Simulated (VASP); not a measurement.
# BaTiO3 (R3m) in VASP: notebook

The runs below take BaTiO3 through electric field gradients, with r2SCAN.

All numbers are computed with VASP 6.6.1; they aren't measurements. Logs are shortened: lines on timing, memory, paths and dates and some standing lists are left out, and cuts for length are marked.

## 1. The cell of the first run

The structure is trigonal, space group R3m (No. 160). The conventional cell has a = 5.697 Å, b = 5.697 Å, c = 7.007 Å, α = 90.00°, β = 90.00°, γ = 120.00°. Within 3.7 Å of Ba (site symmetry 3m) lie 12 O at 2.79 to 2.92 Å and 8 Ti at 3.41 to 3.60 Å. Ti (site symmetry 3m) has 6 O at 1.89 to 2.16 Å within 2.5 Å. O (site symmetry m) has 2 Ti at 1.89 to 2.16 Å within 2.5 Å.

## 2. Electric field gradients, r2SCAN

POSCAR

```
BaTiO3
1.0
    2.8482561214      1.6444414384      2.3355603327
   -2.8482561214      1.6444414384      2.3355603327
    0.0000000000     -3.2888828768      2.3355603327
Ba Ti O
1 1 3
Direct
    0.0001460400      0.0001460400      0.0001460400
    0.5133377100      0.5133377100      0.5133377100
    0.4889503100      0.9797166300      0.4889503100
    0.4889503100      0.4889503100      0.9797166300
    0.9797166300      0.4889503100      0.4889503100
```

INCAR.step1

```
ALGO = Normal
EDIFF = 1E-4
ENCUT = 520
GGA = PE
ISMEAR = -1
LASPH = T
LCHARG = F
LREAL = F
LWAVE = T
NBANDS = 28
NELM = 60
PREC = Accurate
SIGMA = 0.01
```

INCAR.step2

```
ALGO = Normal
EDIFF = 1E-8
ENCUT = 520
ISIF = 2
ISMEAR = -1
ISTART = 1
LASPH = T
LCHARG = F
LEFG = T
LMIXTAU = T
LREAL = F
LWAVE = F
METAGGA = R2SCAN
NBANDS = 28
NELM = 60
PREC = Accurate
SIGMA = 0.01
```

KPOINTS

```
k-points
0
Gamma
  6 6 6
```

Potentials or basis: VASP PAW PBE potentials, release 64 (Ba_sv, Ti_sv, O).

The run is started by

```bash
cat potpaw_PBE.64/Ba_sv/POTCAR potpaw_PBE.64/Ti_sv/POTCAR potpaw_PBE.64/O/POTCAR > POTCAR
cp INCAR.step1 INCAR
mpirun -np 1 vasp_std > vasp.out
cp INCAR.step2 INCAR
mpirun -np 1 vasp_std > vasp.out
```

OUTCAR:

```text
EDIFF = 1E-8
   ENCUT = 520
   ISIF = 2
   ISMEAR = -1
   ISTART = 1
   LASPH = T
   LREAL = F
   METAGGA = R2SCAN
   NELM = 60
   PREC = Accurate

 ion  position               nearest neighbor table
   1  0.000  0.000  0.000-   4 2.79   3 2.79   5 2.79   5 2.85   3 2.85   3 2.85   5 2.85   4 2.85
                             4 2.85   4 2.92   3 2.92   5 2.92   2 3.41   2 3.46   2 3.46   2 3.46
   2  0.513  0.513  0.513-   4 1.89   3 1.89   5 1.89   4 2.16   3 2.16   5 2.16   1 3.41   1 3.46
                             1 3.46   1 3.46   1 3.52   1 3.52   1 3.52   1 3.60
   3  0.489  0.980  0.489-   2 1.89   2 2.16   1 2.79   1 2.85   1 2.85   1 2.92
   4  0.489  0.489  0.980-   2 1.89   2 2.16   1 2.79   1 2.85   1 2.85   1 2.92
   5  0.980  0.489  0.489-   2 1.89   2 2.16   1 2.79   1 2.85   1 2.85   1 2.92

  LATTYP: Found a trigonal (rhomboedric) cell.
 ALAT       =     4.0338062230
 COS(alpha) =     0.0028556995

  Lattice vectors:

 A1 = (   2.8482561214,   1.6444414384,   2.3355603327)
 A2 = (  -2.8482561214,   1.6444414384,   2.3355603327)
 A3 = (   0.0000000000,  -3.2888828768,   2.3355603327)

Analysis of symmetry for initial positions (statically):
=====================================================================
 Subroutine PRICEL returns:
 Original cell was already a primitive cell.

 Routine SETGRP: Setting up the symmetry group for a
 trigonal (rhombohedral) supercell.

 Subroutine GETGRP returns: Found  6 space group operations
 (whereof  6 operations were pure point group operations)
 out of a pool of 12 trial point group operations.

The static configuration has the point symmetry C_3v.

Analysis of symmetry for dynamics (positions and initial velocities):
=====================================================================
 Subroutine PRICEL returns:
 Original cell was already a primitive cell.

 Routine SETGRP: Setting up the symmetry group for a
 trigonal (rhombohedral) supercell.

 Subroutine GETGRP returns: Found  6 space group operations
 (whereof  6 operations were pure point group operations)
 out of a pool of 12 trial point group operations.

The dynamic configuration has the point symmetry C_3v.

 Subroutine INISYM returns: Found  6 space group operations
 (whereof  6 operations are pure point group operations),
 and found     1 'primitive' translations

----------------------------------------------------------------------------------------

                                     Primitive cell

  volume of cell :      65.6357

  direct lattice vectors                    reciprocal lattice vectors
     2.848256121  1.644441438  2.335560333     0.175546011  0.101351537  0.142720926
    -2.848256121  1.644441438  2.335560333    -0.175546011  0.101351537  0.142720926
     0.000000000 -3.288882877  2.335560333     0.000000000 -0.202703073  0.142720926

  length of vectors
     4.033806223  4.033806223  4.033806223     0.247906835  0.247906835  0.247906835

  position of ions in fractional coordinates (direct lattice)
     0.000146040  0.000146040  0.000146040
     0.513337710  0.513337710  0.513337710
     0.488950310  0.979716630  0.488950310
     0.488950310  0.488950310  0.979716630
     0.979716630  0.488950310  0.488950310

  ion indices of the primitive-cell ions
   primitive index   ion index
                 1           1
                 2           2
                 3           3
                 4           4
                 5           5

----------------------------------------------------------------------------------------

 KPOINTS: k-points

Automatic generation of k-mesh.
 Grid dimensions read from file:
[... 47 lines left out ...]
   k-points           NKPTS =     32   k-points in BZ     NKDIM =     32   number of bands    NBANDS=     28
   number of dos      NEDOS =    301   number of ions     NIONS =      5
   total plane-waves  NPLWV =  27000
   dimension x,y,z NGX =    30 NGY =   30 NGZ =   30
   dimension x,y,z NGXF=    60 NGYF=   60 NGZF=   60
   ions per type =               1   1   3
   NGX,Y,Z   is equivalent  to a cutoff of  12.36, 12.36, 12.36 a.u.
   NGXF,Y,Z  is equivalent  to a cutoff of  24.73, 24.73, 24.73 a.u.
 SYSTEM =  unknown system
   PREC   = accura    normal or accurate (medium, high low for compatibility)
   ISTART =      1    job   : 0-new  1-cont  2-samecut
   ICHARG =      0    charge: 1-file 2-atom 10-const
   ISPIN  =      1    spin polarized calculation?
   LNONCOLLINEAR =      F non collinear calculations
   LSORBIT =      F    spin-orbit coupling
   LASPH  =      T    aspherical Exc in radial PAW
   ENCUT  =  520.0 eV  38.22 Ry    6.18 a.u.   7.50  7.50  7.50*2*pi/ulx,y,z
   NELM   =     60;   NELMIN=  2; NELMDL=  0     # of ELM steps
   EDIFF  = 0.1E-07   stopping-criterion for ELM
   LREAL  =      F    real-space projection
   EDIFFG = 0.1E-06   stopping-criterion for IOM
   NSW    =      0    number of steps for IOM
   IBRION =     -1    ionic relax: 0-MD 1-quasi-New 2-CG
   NFREE  =      0    steps in history (QN), initial steepest desc. (CG)
   ISIF   =      2    stress and relaxation
   ISYM   =      2    0-nonsym 1-usesym 2-fastsym
   POTIM  = 0.5000    time-step for ionic-motion
   TEBEG  =    0.0;   TEEND  =   0.0 temperature during run
   PSTRESS=    0.0 pullay stress
   NELECT =      40.0000    total number of electrons
   NUPDOWN=      -1.0000    fix difference up-down
   EMIN   =  10.00;   EMAX   =-10.00  energy-range for DOS
   EFERMI =   0.00;   METHOD = LEGACY
   ISMEAR =    -1;   SIGMA  =   0.01  broadening in eV -4-tet -1-fermi 0-gaus
   EFERMI_NEDOS =   21; number of points for ismear=-14 and -15
   IALGO  =     38    algorithm
   IMIX   =      4    mixing-type and parameters
     AMIX     =   0.40;   BMIX     =  1.00
     AMIX_MAG =   1.60;   BMIX_MAG =  1.00
  volume/ion in A,a.u.               =      13.13        88.59
  Fermi-wavevector in a.u.,A,eV,Ry     =   1.387975  2.622892 26.211269  1.926474
  Thomas-Fermi vector in A             =   2.512145
   LORBIT       =      0    0 simple, 1 ext, 2 COOP (PROOUT), +10 PAW based schemes
   METAGGA = R2SCAN    functional components
   LHFCALC =     F    Hartree Fock is set to
   AEXX    =    0.0000 exact exchange contribution
   IVDW    =     0    specifies the selected vdW correction
   LEPSILON=     F    determine dielectric tensor
   LRPA    =     F    only Hartree local field effects (RPA)
 non-spin polarized calculation
  energy-cutoff  :      520.00
  volume of cell :       65.64
 maximum number of plane-waves:      1791
   NGX = 15   NGY = 15   NGZ = 15

 number of electron      40.0000008 magnetization

 Free energy of the ion-electron system (eV)
  ---------------------------------------------------
  ext. energy  EPLUGINS =         0.00000000
  ---------------------------------------------------
  free energy    TOTEN  =       -74.27337076 eV

  energy without entropy =      -74.27337076  energy(sigma->0) =      -74.27337076

 E-fermi :   3.5308     XC(G=0): -11.7672

 val. band max:        3.2929463733   @ k =   0.5000   0.5000   0.5000
 cond. band min:       6.0268447709   @ k =   0.0000   0.0000   0.0000
 fundamental gap:      2.7338983975
 Fermi energy:         3.5308330352

 k-point     1 :       0.0000    0.0000    0.0000
  band No.  band energies     occupation
      1     -55.3085      2.00000
      2     -30.4991      2.00000
      3     -30.4979      2.00000
      4     -30.4979      2.00000
      5     -22.2229      2.00000
      6     -14.4540      2.00000
[... 733 lines left out ...]
     27      11.9815      0.00000
     28      12.4907      0.00000

 [... further k-points ...]
[... 5 lines left out ...]
  --------------------------------------------------------------------------------------
  -------------------------------------------------------------------------------------
  Total        0.0223507      0.0223507      0.0464398      0.0000000     -0.0000000      0.0000000
  in kB        0.5455845      0.5455845      1.1336037      0.0000000     -0.0000000      0.0000000
  external PRESSURE =       0.7415909 kB  Pullay stress =       0.0000000 kB

 VOLUME and BASIS-vectors are now :
 -----------------------------------------------------------------------------
  energy-cutoff  :      520.00
  volume of cell :       65.64
      direct lattice vectors                 reciprocal lattice vectors
     2.848256121  1.644441438  2.335560333     0.175546011  0.101351537  0.142720926
    -2.848256121  1.644441438  2.335560333    -0.175546011  0.101351537  0.142720926
     0.000000000 -3.288882877  2.335560333     0.000000000 -0.202703073  0.142720926

 POSITION                                       TOTAL-FORCE (eV/Angst)
 -----------------------------------------------------------------------------------
      0.00000      0.00000      0.00102         0.000000      0.000000      0.010635
      0.00000      0.00000      3.59679         0.000000      0.000000      0.018858
     -1.39783      0.80704      4.57213         0.010226     -0.005904     -0.009831
      0.00000     -1.61407      4.57213         0.000000      0.011808     -0.009831
      1.39783      0.80704      4.57213        -0.010226     -0.005904     -0.009831
 -----------------------------------------------------------------------------------
    total drift:                               -0.000000      0.000001     -0.000118

  FREE ENERGIE OF THE ION-ELECTRON SYSTEM (eV)
  ---------------------------------------------------
  free  energy   TOTEN  =       -74.2733707631 eV

  energy  without entropy=      -74.2733707631  energy(sigma->0) =      -74.27337076

 Electric field gradients (V/A^2)
---------------------------------------------------------------------
 ion       V_xx      V_yy      V_zz      V_xy      V_xz      V_yz
---------------------------------------------------------------------
   1      -2.072    -2.072     4.144     0.000    -0.000     0.000
   2      -5.612    -5.612    11.224    -0.000    -0.000    -0.000
   3       5.754    -7.117     1.363   -11.146   -15.897     9.178
   4     -13.552    12.189     1.363     0.000     0.000   -18.356
   5       5.754    -7.117     1.363    11.146    15.897     9.178
---------------------------------------------------------------------

 Electric field gradients after diagonalization (V/A^2)
 (convention: |V_zz| > |V_xx| > |V_yy|)
----------------------------------------------------------------------
 ion       V_xx      V_yy      V_zz     asymmetry (V_yy - V_xx)/ V_zz
----------------------------------------------------------------------
   1      -2.072    -2.072     4.144       0.000
   2      -5.612    -5.612    11.224       0.000
   3     -13.552   -12.362    25.913       0.046
   4     -13.552   -12.362    25.913       0.046
   5     -13.552   -12.362    25.913       0.046
----------------------------------------------------------------------

           NMR quadrupolar parameters

 Cq : quadrupolar parameter    Cq=e*Q*V_zz/h
 eta: asymmetry parameters     (V_yy - V_xx)/ V_zz
 Q  : nuclear electric quadrupole moment in mb (millibarn)
----------------------------------------------------------------------
 ion       Cq(MHz)       eta       Q (mb)
----------------------------------------------------------------------
   1       0.010       0.000       1.000
   2       0.027       0.000       1.000
   3       0.063       0.046       1.000
   4       0.063       0.046       1.000
   5       0.063       0.046       1.000
----------------------------------------------------------------------
```

Run time: 3.6 min. Hardware: 1 thread of Intel Xeon Platinum 8488C (Sapphire Rapids), shared host; peak memory 0.21 GiB.

Results:

```yaml
Free_energy: -74.2734 eV
Pressure: 0.1 GPa
Largest_force: 0.019 eV/Å
Band_gap_on_the_k_mesh: 2.73 eV, indirect (least direct gap 3.17 eV)
```

Forces in eV/Å, atoms in the order of the input:
```
Ba   0.000  0.000  0.011
Ti   0.000  0.000  0.019
O    0.010 -0.006 -0.010
O    0.000  0.012 -0.010
O   -0.010 -0.006 -0.010
```

Electric field gradients, principal values (V/Å²):
| atom | least | middle | greatest (by size) |
| --- | --- | --- | --- |
| 1 Ba | -2.072 | -2.072 | 4.144 |
| 2 Ti | -5.612 | -5.612 | 11.224 |
| 3 O | -12.362 | -13.552 | 25.913 |
| 4 O | -12.362 | -13.552 | 25.913 |
| 5 O | -12.362 | -13.552 | 25.913 |

Caveat: without QUAD_EFG the Cq values of the log hold for a quadrupole moment of 1 mb, not for the nuclei; the PAW data sets were made with another functional, which shifts forces and pressure a little; spin-orbit coupling is left out, which moves the levels of the heavy elements. r2SCAN opens gaps a little over a GGA but as a rule still falls short of measured ones.

(Continued in part 2 of 2.)
